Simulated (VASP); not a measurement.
# Si3Sn (Im-3m) in VASP: further runs

The runs below take Si3Sn through single point, relaxation of cell and atoms, with PBE.

Everything below comes from runs of VASP 6.6.1. Logs are shortened: lines on timing, memory, paths and dates and some standing lists are left out, and cuts for length are marked.

## Step 1: The cell of the first run

It takes space group Im-3m (No. 229, cubic). The conventional cell has a = 5.387 Å, b = 5.387 Å, c = 5.387 Å, α = 90.00°, β = 90.00°, γ = 90.00°. Si (site symmetry 4/mmm) has 4 Si at 2.69 Å and 2 Sn at 2.69 Å within 3.6 Å. Within 3.6 Å of Sn (site symmetry m-3m) lie 6 Si at 2.69 Å.

## Step 2: Single point, PBE

The input, INCAR:

```
SYSTEM = Si3Sn
  ALGO = Normal
  EDIFF = 1E-7
  ENCUT = 520
  GGA = PE
  ISIF = 2
  ISMEAR = 0
  LASPH = .True.
  LCHARG = .True.
  LELF = .True.
  LREAL = .False.
  LVHAR = .True.
  LWAVE = .False.
  NBANDS = 21
  NELM = 100
  PREC = Accurate
  SIGMA = 0.1
```

The input, KPOINTS:

```
k-points
0
Gamma
  4 4 4
  0 0 0
```

The input, POSCAR:

```
Si3Sn
1.0
   -2.6935471005      2.6935471005      2.6935471005
    2.6935471005     -2.6935471005      2.6935471005
    2.6935471005      2.6935471005     -2.6935471005
Si Sn
3 1
Direct
    0.0000000000      0.5000000000      0.5000000000
    0.5000000000      0.0000000000      0.5000000000
    0.5000000000      0.5000000000      0.0000000000
    0.0000000000      0.0000000000      0.0000000000
```

Potentials or basis: VASP PAW PBE potentials, release 64 (Si, Sn_d).

On the command line:

```sh
cat potpaw_PBE.64/Si/POTCAR potpaw_PBE.64/Sn_d/POTCAR > POTCAR
mpirun -np 1 vasp_std > vasp.out
```

OUTCAR:

```text
SYSTEM = Si3Sn
   EDIFF = 1E-7
   ENCUT = 520
   GGA = PE
   ISIF = 2
   ISMEAR = 0
   LASPH = .True.
   LREAL = .False.
   NELM = 100
   PREC = Accurate

 ion  position               nearest neighbor table
   1  0.000  0.500  0.500-   2 2.69   3 2.69   4 2.69   4 2.69   3 2.69   2 2.69
   2  0.500  0.000  0.500-   1 2.69   3 2.69   4 2.69   3 2.69   4 2.69   1 2.69
   3  0.500  0.500  0.000-   1 2.69   2 2.69   4 2.69   2 2.69   1 2.69   4 2.69
   4  0.000  0.000  0.000-   1 2.69   2 2.69   3 2.69   1 2.69   2 2.69   3 2.69

  LATTYP: Found a body centered cubic cell.
 ALAT       =     5.3870942010

  Lattice vectors:

 A1 = (  -2.6935471005,   2.6935471005,   2.6935471005)
 A2 = (   2.6935471005,  -2.6935471005,   2.6935471005)
 A3 = (   2.6935471005,   2.6935471005,  -2.6935471005)

Analysis of symmetry for initial positions (statically):
=====================================================================
 Subroutine PRICEL returns:
 Original cell was already a primitive cell.

 Routine SETGRP: Setting up the symmetry group for a
 body centered cubic supercell.

 Subroutine GETGRP returns: Found 48 space group operations
 (whereof 48 operations were pure point group operations)
 out of a pool of 48 trial point group operations.

The static configuration has the point symmetry O_h .

Analysis of symmetry for dynamics (positions and initial velocities):
=====================================================================
 Subroutine PRICEL returns:
 Original cell was already a primitive cell.

 Routine SETGRP: Setting up the symmetry group for a
 body centered cubic supercell.

 Subroutine GETGRP returns: Found 48 space group operations
 (whereof 48 operations were pure point group operations)
 out of a pool of 48 trial point group operations.

The dynamic configuration has the point symmetry O_h .

 Subroutine INISYM returns: Found 48 space group operations
 (whereof 48 operations are pure point group operations),
 and found     1 'primitive' translations

----------------------------------------------------------------------------------------

                                     Primitive cell

  volume of cell :      78.1688

[... 69 lines left out ...]
   ISPIN  =      1    spin polarized calculation?
   LNONCOLLINEAR =      F non collinear calculations
   LSORBIT =      F    spin-orbit coupling
   LASPH  =      T    aspherical Exc in radial PAW
   ENCUT  =  520.0 eV  38.22 Ry    6.18 a.u.   8.67  8.67  8.67*2*pi/ulx,y,z
   NELM   =    100;   NELMIN=  2; NELMDL= -5     # of ELM steps
   EDIFF  = 0.1E-06   stopping-criterion for ELM
   LREAL  =      F    real-space projection
   EDIFFG = 0.1E-05   stopping-criterion for IOM
   NSW    =      0    number of steps for IOM
   IBRION =     -1    ionic relax: 0-MD 1-quasi-New 2-CG
   NFREE  =      0    steps in history (QN), initial steepest desc. (CG)
   ISIF   =      2    stress and relaxation
   ISYM   =      2    0-nonsym 1-usesym 2-fastsym
   POTIM  = 0.5000    time-step for ionic-motion
   TEBEG  =    0.0;   TEEND  =   0.0 temperature during run
   PSTRESS=    0.0 pullay stress
   NELECT =      26.0000    total number of electrons
   NUPDOWN=      -1.0000    fix difference up-down
   EMIN   =  10.00;   EMAX   =-10.00  energy-range for DOS
   EFERMI =   0.00;   METHOD = LEGACY
   ISMEAR =     0;   SIGMA  =   0.10  broadening in eV -4-tet -1-fermi 0-gaus
   EFERMI_NEDOS =   21; number of points for ismear=-14 and -15
   IALGO  =     38    algorithm
   IMIX   =      4    mixing-type and parameters
     AMIX     =   0.40;   BMIX     =  1.00
     AMIX_MAG =   1.60;   BMIX_MAG =  1.00
  volume/ion in A,a.u.               =      19.54       131.88
  Fermi-wavevector in a.u.,A,eV,Ry     =   1.134283  2.143484 17.505224  1.286598
  Thomas-Fermi vector in A             =   2.270987
   LORBIT       =      0    0 simple, 1 ext, 2 COOP (PROOUT), +10 PAW based schemes
   GGA     = PE    functional components
   LHFCALC =     F    Hartree Fock is set to
   AEXX    =    0.0000 exact exchange contribution
   IVDW    =     0    specifies the selected vdW correction
   LEPSILON=     F    determine dielectric tensor
   LRPA    =     F    only Hartree local field effects (RPA)
 non-spin polarized calculation
 Gauss-broadening in eV      SIGMA  =   0.10
  energy-cutoff  :      520.00
  volume of cell :       78.17
 maximum number of plane-waves:      2123
 NGX is ok and might be reduce to    36
   NGX = 17   NGY = 17   NGZ = 17

 number of electron      25.9999996 magnetization

 Free energy of the ion-electron system (eV)
  ---------------------------------------------------
  ext. energy  EPLUGINS =         0.00000000
  ---------------------------------------------------
  free energy    TOTEN  =       -17.98525903 eV

  energy without entropy =      -17.95333790  energy(sigma->0) =      -17.96929847

 E-fermi :   7.7243     XC(G=0): -10.3931

 val. band max:        7.6786084954   @ k =   0.5000   0.0000   0.0000
 cond. band min:       7.7459986617   @ k =   0.5000   0.0000   0.0000
 fundamental gap:      0.0673901662
 Fermi energy:         7.7243027556

 k-point     1 :       0.0000    0.0000    0.0000
  band No.  band energies     occupation
      1     -13.7214      2.00000
      2     -13.7214      2.00000
      3     -13.6495      2.00000
      4     -13.6495      2.00000
      5     -13.6495      2.00000
      6      -4.5066      2.00000
[... 181 lines left out ...]
     20      16.6011      0.00000
     21      16.6215      0.00000

------------------------ aborting loop because EDIFF is reached ----------------------------------------

  FORCE on cell =-STRESS in cart. coord.  units (eV):
  Direction    XX          YY          ZZ          XY          YZ          ZX
  --------------------------------------------------------------------------------------
  -------------------------------------------------------------------------------------
  Total       -0.0625384     -0.0625384     -0.0625384     -0.0000000      0.0000000     -0.0000000
  in kB       -1.2818093     -1.2818093     -1.2818093     -0.0000000      0.0000000     -0.0000000
  external PRESSURE =      -1.2818093 kB  Pullay stress =       0.0000000 kB

 VOLUME and BASIS-vectors are now :
 -----------------------------------------------------------------------------
  energy-cutoff  :      520.00
  volume of cell :       78.17
      direct lattice vectors                 reciprocal lattice vectors
    -2.693547101  2.693547101  2.693547101     0.000000000  0.185628831  0.185628831
     2.693547101 -2.693547101  2.693547101     0.185628831  0.000000000  0.185628831
     2.693547101  2.693547101 -2.693547101     0.185628831  0.185628831  0.000000000

 POSITION                                       TOTAL-FORCE (eV/Angst)
 -----------------------------------------------------------------------------------
      2.69355      0.00000      0.00000        -0.000000      0.000000     -0.000000
      0.00000      2.69355      0.00000        -0.000000      0.000000     -0.000000
      0.00000      0.00000      2.69355         0.000000     -0.000000      0.000000
      0.00000      0.00000      0.00000         0.000000     -0.000000     -0.000000
 -----------------------------------------------------------------------------------
    total drift:                                0.000000     -0.000000     -0.000000

  FREE ENERGIE OF THE ION-ELECTRON SYSTEM (eV)
  ---------------------------------------------------
  free  energy   TOTEN  =       -17.9852590295 eV

  energy  without entropy=      -17.9533379021  energy(sigma->0) =      -17.96929847
```

Run time: 41 s. Hardware: 1 thread of AMD EPYC 7R13, shared host; peak memory 0.17 GiB.

What came out:

```yaml
Free_energy: -17.9853 eV
Pressure: -0.1 GPa
Band_gap_on_the_k_mesh: zero (band 13 reaches 8.88 eV, above the bottom of band 14 at 5.16 eV)
```

Levels at points of the mesh, in eV from the Fermi level:
```csv
k point,band 10,band 11,band 12,band 13,band 14,band 15,band 16,band 17
"(0.00, 0.00, 0.00)",-2.60,-2.60,-2.60,-2.57,-2.57,-2.57,2.22,2.22
"(0.50, 0.00, 0.00)",-3.55,-3.38,-0.05,0.02,1.03,1.40,2.75,3.24
"(0.50, 0.50, 0.50)",-5.73,-5.73,0.35,0.35,0.35,1.80,5.54,5.54
```

Caveat: the k points lie up to 0.41 Å⁻¹ apart; spin-orbit coupling is left out, which moves the levels of the heavy elements.

## Step 3: Single point, PBE

This run uses another cell than the first one, of 21.94 Å³/atom, 1.123 times its volume.

The input, INCAR:

```
PREC = Accurate
ENCUT = 520
EDIFF = 1E-6
ISMEAR = 0
SIGMA = 0.1
LREAL = False
LASPH = True
NELM = 60
ALGO = Normal
ISIF = 2
LWAVE = False
LCHARG = True
GGA = PE
LELF = True
LVHAR = True
NBANDS = 21
```

The input, KPOINTS:

```
regular mesh
0
Gamma
  4 4 4
```

The input, POSCAR:

```
Si3Sn
1.0
   -2.7996821400      2.7996821400      2.7996821400
    2.7996821400     -2.7996821400      2.7996821400
    2.7996821400      2.7996821400     -2.7996821400
Si Sn
3 1
Direct
    0.0000000000      0.5000000000      0.5000000000
    0.5000000000      0.0000000000      0.5000000000
    0.5000000000      0.5000000000      0.0000000000
    0.0000000000      0.0000000000      0.0000000000
```

Potentials or basis: VASP PAW PBE potentials, release 64 (Si, Sn_d).

On the command line:

```sh
cat potpaw_PBE.64/Si/POTCAR potpaw_PBE.64/Sn_d/POTCAR > POTCAR
mpirun -np 1 vasp_std > vasp.out
```

Run time: 37 s. Hardware: 1 thread of AMD EPYC 7R13, shared host; peak memory 0.17 GiB.

The run converged. Its results:

| Item | Value |
| --- | --- |
| Free energy | -17.7678 eV |
| Pressure | -6.5 GPa |
| Band gap on the k mesh | zero (band 13 reaches 7.49 eV, above the bottom of band 14 at 4.17 eV) |

Levels at points of the mesh, in eV from the Fermi level:
```tsv
k point	band 9	band 10	band 11	band 12	band 13	band 14	band 15	band 16	band 17	band 18
(0.00, 0.00, 0.00)	-3.69	-2.32	-2.32	-2.32	-2.27	-2.27	-2.27	2.54	2.54	2.54
(0.50, 0.00, 0.00)	-5.48	-3.09	-2.99	0.00	0.12	0.91	1.17	2.43	2.97	4.75
(0.50, 0.50, 0.50)	-5.08	-5.08	-5.08	0.27	0.27	0.27	0.53	5.59	5.59	5.59
```

Caveat: the k points lie up to 0.40 Å⁻¹ apart; spin-orbit coupling is left out, which moves the levels of the heavy elements.

## Step 4: Relaxation of cell and atoms, PBE

This run uses another cell than the first one, of 21.94 Å³/atom, 1.123 times its volume.

The input, INCAR:

```
SYSTEM = Si3Sn
  PREC = Accurate
  ENCUT = 600
  EDIFF = 1E-6
  ISMEAR = 0
  SIGMA = 0.1
  LREAL = .False.
  LASPH = .True.
  NELM = 80
  ALGO = Normal
  ISIF = 3
  LWAVE = .False.
  LCHARG = .False.
  GGA = PE
  IBRION = 2
  NSW = 90
  EDIFFG = -0.04
```

The input, KPOINTS:

```
Automatic mesh
0
Gamma
  4 4 4
  0 0 0
```

POSCAR is that of step 3.

Potentials or basis: VASP PAW PBE potentials, release 64 (Si, Sn_d).

On the command line:

```sh
cat potpaw_PBE.64/Si/POTCAR potpaw_PBE.64/Sn_d/POTCAR > POTCAR
mpirun -np 1 vasp_std > vasp.out
```

OUTCAR:

```text
SYSTEM = Si3Sn
   PREC = Accurate
   ENCUT = 600
   EDIFF = 1E-6
   ISMEAR = 0
   LREAL = .False.
   LASPH = .True.
   NELM = 80
   ISIF = 3
   GGA = PE
   IBRION = 2
   NSW = 90
   EDIFFG = -0.04

 ion  position               nearest neighbor table
   1  0.000  0.500  0.500-   2 2.80   3 2.80   4 2.80   4 2.80   3 2.80   2 2.80
   2  0.500  0.000  0.500-   1 2.80   3 2.80   4 2.80   3 2.80   4 2.80   1 2.80
   3  0.500  0.500  0.000-   1 2.80   2 2.80   4 2.80   2 2.80   1 2.80   4 2.80
   4  0.000  0.000  0.000-   1 2.80   2 2.80   3 2.80   1 2.80   2 2.80   3 2.80

  LATTYP: Found a body centered cubic cell.
 ALAT       =     5.5993642800

  Lattice vectors:

 A1 = (  -2.7996821400,   2.7996821400,   2.7996821400)
 A2 = (   2.7996821400,  -2.7996821400,   2.7996821400)
 A3 = (   2.7996821400,   2.7996821400,  -2.7996821400)

Analysis of symmetry for initial positions (statically):
=====================================================================
 Subroutine PRICEL returns:
 Original cell was already a primitive cell.

 Routine SETGRP: Setting up the symmetry group for a
 body centered cubic supercell.

 Subroutine GETGRP returns: Found 48 space group operations
 (whereof 48 operations were pure point group operations)
 out of a pool of 48 trial point group operations.

The static configuration has the point symmetry O_h .

Analysis of symmetry for dynamics (positions and initial velocities):
[... 135 lines left out ...]
 NGX is ok and might be reduce to    40
   NGX = 19   NGY = 19   NGZ = 19

--------------------------------------- Ionic step        1  -------------------------------------------

 number of electron      26.0000003 magnetization

 Free energy of the ion-electron system (eV)
  ---------------------------------------------------
  ext. energy  EPLUGINS =         0.00000000
  ---------------------------------------------------
  free energy    TOTEN  =       -17.76794598 eV

  energy without entropy =      -17.72600943  energy(sigma->0) =      -17.74697770

 E-fermi :   6.4419     XC(G=0):  -9.9076

 val. band max:        6.4378177479   @ k =   0.2500   0.2500   0.0000
 cond. band min:       6.4459244633   @ k =   0.5000   0.0000   0.0000
 fundamental gap:      0.0081067154
 Fermi energy:         6.4419387929

 k-point     1 :       0.0000    0.0000    0.0000
  band No.  band energies     occupation
      1     -14.8131      2.00000
      2     -14.8131      2.00000
      3     -14.7650      2.00000
      4     -14.7650      2.00000
      5     -14.7650      2.00000
      6      -4.9461      2.00000
[... 224 lines left out ...]
--------------------------------------- Ionic step        3  -------------------------------------------

 number of electron      25.9999997 magnetization

 Free energy of the ion-electron system (eV)
  ---------------------------------------------------
  ext. energy  EPLUGINS =         0.00000000
  ---------------------------------------------------
  free energy    TOTEN  =       -17.98576128 eV

  energy without entropy =      -17.95395625  energy(sigma->0) =      -17.96985876

 E-fermi :   7.7347     XC(G=0): -10.3969

 val. band max:        7.6887704702   @ k =   0.5000   0.0000   0.0000
 cond. band min:       7.7556865015   @ k =   0.5000   0.0000   0.0000
 fundamental gap:      0.0669160313
 Fermi energy:         7.7346724614

 k-point     1 :       0.0000    0.0000    0.0000
  band No.  band energies     occupation
      1     -13.7127      2.00000
      2     -13.7127      2.00000
      3     -13.6406      2.00000
      4     -13.6406      2.00000
      5     -13.6406      2.00000
      6      -4.5030      2.00000
[... 180 lines left out ...]
  FREE ENERGIE OF THE ION-ELECTRON SYSTEM (eV)
  ---------------------------------------------------
  free  energy   TOTEN  =       -17.9857612766 eV

  energy  without entropy=      -17.9539562522  energy(sigma->0) =      -17.96985876

 reached required accuracy - stopping structural energy minimisation
```

OSZICAR:

```text
N       E                     dE             d eps       ncg     rms          rms(c)
DAV:   1     0.152459029184E+03    0.15246E+03   -0.12928E+04   274   0.177E+03
DAV:   2    -0.402603695567E+01   -0.15649E+03   -0.15442E+03   280   0.386E+02
DAV:   3    -0.173686187796E+02   -0.13343E+02   -0.13095E+02   353   0.101E+02
[... 23 lines left out ...]
DAV:   3    -0.179861277870E+02    0.61985E-02   -0.15980E-02   346   0.205E+00    0.720E-02
DAV:   4    -0.179858386383E+02    0.28915E-03   -0.69957E-04   275   0.237E-01    0.318E-02
DAV:   5    -0.179857692228E+02    0.69416E-04   -0.52407E-05   376   0.656E-02    0.126E-02
DAV:   6    -0.179857611323E+02    0.80905E-05   -0.11892E-05   309   0.505E-02    0.531E-03
DAV:   7    -0.179857612766E+02   -0.14428E-06   -0.74041E-07   139   0.137E-02
   3 F= -.17985761E+02 E0= -.17969859E+02  d E =-.217815E+00
```

CONTCAR:

```text
Si3Sn
   1.00000000000000
    -2.6927289453208174    2.6927289453208174    2.6927289453208174
     2.6927289453208174   -2.6927289453208174    2.6927289453208174
     2.6927289453208174    2.6927289453208174   -2.6927289453208174
  Si              Sn
     3     1
Direct
     0.0000000000000000    0.5000000000000000    0.5000000000000000
     0.5000000000000000    0.0000000000000000    0.5000000000000000
     0.5000000000000000    0.5000000000000000    0.0000000000000000
     0.0000000000000000    0.0000000000000000    0.0000000000000000

  0.00000000E+00  0.00000000E+00  0.00000000E+00
  0.00000000E+00  0.00000000E+00  0.00000000E+00
  0.00000000E+00  0.00000000E+00  0.00000000E+00
  0.00000000E+00  0.00000000E+00  0.00000000E+00
```

Wall time 82 s (1 thread of AMD EPYC 7R13, shared host); peak memory 0.22 GiB.

Results:

- Free energy: -17.9858 eV
- Relaxed volume: 19.52 Å³/atom
- Relaxed cell: a = 4.664 Å, b = 4.664 Å, c = 4.664 Å, α = 109.47°, β = 109.47°, γ = 109.47°
- Space group after relaxing (to 0.05 Å): Im-3m (No. 229)
- Energy gained by relaxing: 54.5 meV/atom
- Ionic steps: 3
- Pressure after relaxing: 0.0 GPa
- Band gap on the k mesh: zero (band 13 reaches 8.89 eV, above the bottom of band 14 at 5.16 eV)

The path:
```
step  energy change (eV)  largest force (eV/Å)  pressure (GPa)  volume (Å³)
   1              0.0000                0.0000           -6.47        87.78
   2             -0.2143                0.0000            1.09        77.00
   3             -0.2178                0.0000           -0.01        78.10
```

Final structure:
```yaml
crystal:
  lattice:
    - [-2.69273, 2.69273, 2.69273]
    - [2.69273, -2.69273, 2.69273]
    - [2.69273, 2.69273, -2.69273]
  atoms:
    - { symbol: Si, position: [0.00000, 0.50000, 0.50000] }
    - { symbol: Si, position: [0.50000, 0.00000, 0.50000] }
    - { symbol: Si, position: [0.50000, 0.50000, 0.00000] }
    - { symbol: Sn, position: [0.00000, 0.00000, 0.00000] }
```

Caveat: the k points lie up to 0.41 Å⁻¹ apart in the final cell; spin-orbit coupling is left out, which moves the levels of the heavy elements.

(Continued in part 2 of 2.)
